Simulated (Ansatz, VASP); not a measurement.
# BaTe in VASP and in Ansatz

```xyz
2
Lattice="0.0000 3.4714 3.4714 3.4714 0.0000 3.4714 3.4714 3.4714 0.0000" Properties=species:S:1:pos:R:3 pbc="T T T"
Ba    0.0000    0.0000    0.0000
Te    3.4714    3.4714    3.4714
```

Alike in both runs: task single point; functional PBEsol; k mesh 6 × 6 × 6; occupations gaussian, width 0.05 eV; no spin polarisation.

|  | VASP | Ansatz |
| --- | --- | --- |
| version | VASP 6.6.1 | Ansatz 0.2.0 |
| potentials or method | VASP PAW PBE potentials, release 64 (Ba_sv, Te), cutoff 520 eV | scalar-relativistic, plane waves, PAW |
| valence electrons in the cell | 16 | 26 |

Ansatz gave:

```
gap on the k mesh at the Fermi level (eV) : 1.46
least direct gap on the mesh (eV)         : 1.82
pressure (GPa)                            : 0.0
```

Q: Which values does VASP return?

A: gap on the k mesh at the Fermi level (eV): 1.37; least direct gap on the mesh (eV): 1.76; pressure (GPa): 0.4.

VASP's potentials were made for PBE, not for PBEsol. VASP's potentials hold 16 valence electrons a cell and Ansatz's 26, so a difference there can come from the potentials and not from the codes.

Neither program's run includes spin-orbit coupling.
